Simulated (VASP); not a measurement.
Si3Ge2:

```
CELL_PARAMETERS angstrom
2.71589 0.00000 0.00000
-1.35795 2.35203 0.00000
0.00000 0.00000 13.44070
ATOMIC_POSITIONS crystal
Si 0.00000 0.00000 0.80576
Si 0.00000 0.00000 0.00000
Si 0.00000 0.00000 0.19424
Ge 0.00000 0.00000 0.39539
Ge 0.00000 0.00000 0.60461
```

```yaml
Program: VASP 6.6.1
Task: relaxation of cell and atoms
Functional: PBE
Potentials_or_basis: VASP PAW PBE potentials, release 64 (Si, Ge_d)
Cutoff: 600 eV
k_mesh: 18 × 18 × 4
Occupations: gaussian, width 0.1 eV
Spin: no spin polarisation
```

At the start: pressure -1.6 GPa; volume 17.17 Å³/atom.

Where does the relaxation end?

Over 18 steps the energy falls by 33.3 meV/atom and the volume is 16.82 Å³/atom (-2.1 %); space group P6/mmm (No. 191, to 0.05 Å).

The path:
```tsv
step	energy change (eV)	largest force (eV/Å)	pressure (GPa)	volume (Å³)
1	0.0000	0.2082	-1.56	85.86
2	-0.1560	0.1937	0.26	83.70
3	-0.1575	0.1974	0.48	83.51
4	-0.1575	0.1981	0.60	83.45
5	-0.1620	0.1303	-0.12	84.16
6	-0.1625	0.0884	-0.53	84.60
7	-0.1654	0.0700	-0.32	84.37
8	-0.1658	0.0656	0.02	84.23
9	-0.1658	0.0667	-0.19	84.26
10	-0.1658	0.0651	-0.03	84.25
11	-0.1664	0.0257	0.05	84.18
12	-0.1664	0.0176	0.00	84.17
13	-0.1664	0.0101	0.07	84.14
14	-0.1664	0.0122	-0.07	84.16
15	-0.1664	0.0067	0.07	84.15
16	-0.1664	0.0109	-0.07	84.16
17	-0.1664	0.0065	0.32	84.02
18	-0.1665	0.0046	-0.03	84.09
```

Final structure:
```cif
data_structure
_symmetry_space_group_name_H-M 'P 1'
_symmetry_Int_Tables_number 1
_cell_length_a 2.7568
_cell_length_b 2.7568
_cell_length_c 12.7762
_cell_angle_alpha 90.000
_cell_angle_beta 90.000
_cell_angle_gamma 120.000
_cell_volume 84.09
loop_
_atom_site_label
_atom_site_type_symbol
_atom_site_fract_x
_atom_site_fract_y
_atom_site_fract_z
_atom_site_occupancy
Si1 Si 0.00000 0.00000 0.80912 1
Si2 Si 0.00000 0.00000 0.00000 1
Si3 Si 0.00000 0.00000 0.19088 1
Ge1 Ge 0.00000 0.00000 0.39292 1
Ge2 Ge 0.00000 0.00000 0.60708 1
```
